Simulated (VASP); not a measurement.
# NiO (Fm-3m) in VASP: a series of runs, part 2 of 2

VASP 6.6.1. The steps go on from the part before.

### 3 Relaxation of cell and atoms, PBE, collinear spin, ferromagnetic start, target pressure -2 GPa, at which the enthalpy is minimised

This run uses another cell than the first one, of 9.55 Å³/atom.

INCAR

```
PREC = Accurate
ENCUT = 600
EDIFF = 1E-6
ISMEAR = 0
SIGMA = 0.1
LREAL = F
LASPH = T
NELM = 150
ALGO = Normal
ISIF = 3
LWAVE = F
LCHARG = F
ISPIN = 2
MAGMOM = 1.6 0.32
LORBIT = 11
LMAXMIX = 4
GGA = PE
IBRION = 2
NSW = 70
EDIFFG = -0.008
PSTRESS = -20.0
```

KPOINTS

```
regular mesh
0
Gamma
  18 18 18
```

POSCAR

```
NiO
1.0
    0.0000000000      2.1217916640      2.1217916640
    2.1217916640      0.0000000000      2.1217916640
    2.1217916640      2.1217916640      0.0000000000
Ni O
1 1
Direct
    0.0000000000      0.0000000000      0.0000000000
    0.5000000000      0.5000000000      0.5000000000
```

Potentials or basis: VASP PAW PBE potentials, release 64 (Ni, O).

Run with:

```sh
> cat potpaw_PBE.64/Ni/POTCAR potpaw_PBE.64/O/POTCAR > POTCAR
> mpirun -np 1 vasp_std > vasp.out
```

OUTCAR:

```text
PREC = Accurate
   ENCUT = 600
   EDIFF = 1E-6
   ISMEAR = 0
   LREAL = F
   LASPH = T
   NELM = 150
   ISIF = 3
   ISPIN = 2
   LORBIT = 11
   GGA = PE
   IBRION = 2
   NSW = 70
   EDIFFG = -0.008
   PSTRESS = -20.0

 ion  position               nearest neighbor table
   1  0.000  0.000  0.000-   2 2.12   2 2.12   2 2.12   2 2.12   2 2.12   2 2.12
   2  0.500  0.500  0.500-   1 2.12   1 2.12   1 2.12   1 2.12   1 2.12   1 2.12

  LATTYP: Found a face centered cubic cell.
 ALAT       =     4.2435833280

  Lattice vectors:

 A1 = (   0.0000000000,   2.1217916640,   2.1217916640)
 A2 = (   2.1217916640,   0.0000000000,   2.1217916640)
 A3 = (   2.1217916640,   2.1217916640,   0.0000000000)

Analysis of symmetry for initial positions (statically):
=====================================================================
 Subroutine PRICEL returns:
 Original cell was already a primitive cell.

 Routine SETGRP: Setting up the symmetry group for a
 face centered cubic supercell.

 Subroutine GETGRP returns: Found 48 space group operations
 (whereof 48 operations were pure point group operations)
 out of a pool of 48 trial point group operations.

The static configuration has the point symmetry O_h .

Analysis of symmetry for dynamics (positions and initial velocities):
=====================================================================
 Subroutine PRICEL returns:
 Original cell was already a primitive cell.

 Routine SETGRP: Setting up the symmetry group for a
 face centered cubic supercell.

[... 251 lines left out ...]
  energy without entropy =      -11.47741002  energy(sigma->0) =      -11.48035693

 E-fermi :   7.3512     XC(G=0): -12.4640

 val. band max:        7.3493543789   @ k =  -0.2778   0.2222   0.0556
 cond. band min:       7.3518636394   @ k =   0.3889   0.0000   0.0000
 fundamental gap:      0.0025092604
 Fermi energy:         7.3511727537

 spin component 1

 k-point     1 :       0.0000    0.0000    0.0000
  band No.  band energies     occupation
      1     -12.6528      1.00000
      2       4.2465      1.00000
      3       4.2465      1.00000
      4       4.5284      1.00000
      5       4.5284      1.00000
      6       4.5284      1.00000
      7       4.7730      1.00000
      8       4.7731      1.00000
      9       4.7731      1.00000
     10       8.7048      0.00000
     11      25.1058      0.00000
     12      26.0121      0.00000
     13      26.0122      0.00000
[... 356 lines left out ...]
      2       1.5001      1.00000
      3       2.3752      1.00000
      4       2.6849      1.00000
      5       4.9720      1.00000
      6       5.0216      1.00000
      7       5.4516      1.00000
      8       6.2267      1.00000
      9       6.7322      1.00000
     10      11.4411      0.00000
     11      19.5385      0.00000
     12      22.7883      0.00000
     13      23.6591      0.00000

 [... further k-points ...]

 spin component 2

 k-point     1 :       0.0000    0.0000    0.0000
  band No.  band energies     occupation
      1     -12.2005      1.00000
      2       5.0476      1.00000
      3       5.0476      1.00000
      4       5.0476      1.00000
      5       5.6006      1.00000
      6       5.6008      1.00000
      7       5.6008      1.00000
      8       6.8413      1.00000
      9       6.8415      1.00000
     10       9.0572      0.00000
     11      25.0407      0.00000
     12      26.2246      0.00000
     13      26.2248      0.00000
[... 401 lines left out ...]
  energy  without entropy=      -11.4774100218  energy(sigma->0) =      -11.48035693

  enthalpy is  TOTEN    =       -11.7192076494 eV   P V=       -0.2359038186

 reached required accuracy - stopping structural energy minimisation

 total charge

# of ion       s       p       d       tot
------------------------------------------
    1        0.321   0.377   8.220   8.918
    2        1.553   3.408   0.000   4.960
--------------------------------------------------
tot          1.873   3.785   8.220  13.879

 magnetization (x)

# of ion       s       p       d       tot
------------------------------------------
    1        0.011   0.014   1.444   1.470
    2        0.027   0.249   0.000   0.276
--------------------------------------------------
tot          0.038   0.263   1.444   1.745
```

OSZICAR:

```text
N       E                     dE             d eps       ncg     rms          rms(c)
DAV:   1     0.964561236448E+02    0.96456E+02   -0.85270E+03 10268   0.169E+03
DAV:   2    -0.718070483437E+01   -0.10364E+03   -0.91717E+02 10984   0.307E+02
[... 27 lines left out ...]
DAV:   2    -0.114835967395E+02    0.21794E-02   -0.86634E-03 11305   0.220E+00    0.255E-01
DAV:   3    -0.114833805788E+02    0.21616E-03   -0.12432E-03 14098   0.102E+00    0.146E-01
DAV:   4    -0.114833258658E+02    0.54713E-04   -0.17211E-04 14709   0.310E-01    0.418E-02
DAV:   5    -0.114833098258E+02    0.16040E-04   -0.27234E-05 15041   0.812E-02    0.306E-02
DAV:   6    -0.114833041024E+02    0.57234E-05   -0.84687E-06 11546   0.412E-02    0.130E-02
DAV:   7    -0.114833038308E+02    0.27163E-06   -0.19539E-06  8448   0.268E-02
   3 F= -.11719208E+02 E0= -.11716261E+02  d E =-.112492E-02  mag=     1.7907
```

Wall time 6.2 min (1 thread of AMD EPYC 7R43 (Zen 3), shared host); peak memory 0.19 GiB.

Results:

| Item | Value |
| --- | --- |
| Free energy | -11.4833 eV |
| Relaxed volume | 9.45 Å³/atom |
| Relaxed cell | a = 2.990 Å, b = 2.990 Å, c = 2.990 Å, α = 60.00°, β = 60.00°, γ = 60.00° |
| Space group after relaxing (to 0.1 Å) | Fm-3m (No. 225) |
| Energy change on relaxing (the run minimises the enthalpy) | -1.9 meV/atom |
| Ionic steps | 3 |
| Pressure after relaxing | -2.0 GPa |
| Net moment | 1.79 μB per cell |
| Site moments | Ni +1.47; O +0.28 μB |
| Valence electrons inside the program's atomic spheres | Ni 8.92; O 4.96 |

The path:
| step | energy change (eV) | largest force (eV/Å) | pressure (GPa) | volume (Å³) |
| --- | --- | --- | --- | --- |
| 1 | 0.0000 | 0.0000 | -3.73 | 19.10 |
| 2 | -0.0045 | 0.0000 | -1.25 | 18.82 |
| 3 | -0.0037 | 0.0000 | -1.98 | 18.90 |

Final structure:
```
Ni O
1.0
     0.00000    2.11411    2.11411
     2.11411    0.00000    2.11411
     2.11411    2.11411    0.00000
Ni O
1 1
Cartesian
  0.0000 0.0000 0.0000
  2.1141 2.1141 2.1141
```

Caveat: the cell is relaxed towards a set pressure, so the run minimises the enthalpy, not the energy; a cell with one magnetic atom can't hold antiferromagnetic order, which such compounds often take; semilocal functionals often make such compounds metallic where correlation or magnetic order opens a gap, which also shifts bond lengths. With open d or f shells a metallic result of PBE can be an artefact of self-interaction; +U or a hybrid may open a gap.
